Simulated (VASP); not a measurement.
**Mo4C3: relaxation of cell and atoms with PBE**

The system is Mo4C3.

```
Mo C
1.0
    -2.16631    2.16631    4.26750
     2.16631   -2.16631    4.26750
     2.16631    2.16631   -4.26750
Mo C
4 3
Direct
  0.75863 0.75863 0.00000
  0.50000 0.00000 0.50000
  0.24137 0.24137 0.00000
  0.00000 0.50000 0.50000
  0.75000 0.25000 0.50000
  0.25000 0.75000 0.50000
  0.00000 0.00000 0.00000
```

```json
{"Program": "VASP 6.6.1", "Task": "relaxation of cell and atoms", "Functional": "PBE", "Potentials or basis": "VASP PAW PBE potentials, release 64 (Mo_sv, C)", "Cutoff": "600 eV", "k mesh": "12 × 12 × 12", "Occupations": "gaussian, width 0.1 eV", "Spin": "no spin polarisation", "Dipole correction": "no", "Further INCAR settings": "ALGO = Fast; EDIFF = 1e-06; IBRION = 2; EDIFFG = -0.01; NSW = 100; ISIF = 3"}
```

```json
{"Relaxed volume": "11.43 Å³/atom", "Relaxed cell": "a = 5.255 Å, b = 5.255 Å, c = 5.255 Å, α = 131.38°, β = 131.38°, γ = 71.21°", "Space group after relaxing (to 0.1 Å)": "I4/mmm (No. 139)", "Energy gained by relaxing": "0.4 meV/atom", "Ionic steps": "7", "Pressure after relaxing": "0.0 GPa", "Largest force after relaxing": "0.004 eV/Å", "Band gap on the k mesh": "zero (bands 34 and 35 overlap by 1.50 eV)"}
```

Forces on the atoms (eV/Å):
```
Mo   0.000  0.000 -0.004
Mo   0.000  0.000  0.000
Mo   0.000  0.000  0.004
Mo   0.000  0.000  0.000
C    0.000  0.000  0.000
C    0.000  0.000  0.000
C    0.000  0.000  0.000
```

Step by step:
| step | energy change (eV) | largest force (eV/Å) | pressure (GPa) | volume (Å³) |
| --- | --- | --- | --- | --- |
| 1 | 0.0000 | 0.1787 | 0.02 | 80.11 |
| 2 | -0.0010 | 0.0244 | -0.47 | 80.12 |
| 3 | -0.0022 | 0.0593 | -0.28 | 80.12 |
| 4 | -0.0025 | 0.0329 | 0.43 | 79.91 |
| 5 | -0.0025 | 0.0392 | 0.25 | 79.96 |
| 6 | -0.0027 | 0.0124 | -0.10 | 80.02 |
| 7 | -0.0027 | 0.0036 | -0.02 | 80.00 |

Final structure:
```
CELL_PARAMETERS angstrom
-2.16354 2.16354 4.27280
2.16354 -2.16354 4.27280
2.16354 2.16354 -4.27280
ATOMIC_POSITIONS crystal
Mo 0.75740 0.75740 0.00000
Mo 0.50000 0.00000 0.50000
Mo 0.24260 0.24260 0.00000
Mo 0.00000 0.50000 0.50000
C 0.75000 0.25000 0.50000
C 0.25000 0.75000 0.50000
C 0.00000 0.00000 0.00000
```

Levels at points of the mesh, in eV from the Fermi level:
```csv
k point,band 32,band 33,band 34,band 35,band 36,band 37
"(0.00, 0.00, 0.00)",-1.24,-1.24,-0.63,-0.34,0.73,0.73
"(0.50, 0.00, 0.00)",-0.89,-0.79,-0.70,0.61,0.73,0.99
"(0.50, 0.50, 0.00)",-1.38,-0.24,0.06,0.94,1.26,1.38
"(0.50, 0.50, 0.50)",-2.64,-1.60,-0.10,0.51,1.03,1.03
```

It took 95 min on 1 thread of AMD EPYC 9755 128-Core Processor (shared host), peak memory 0.59 GiB.
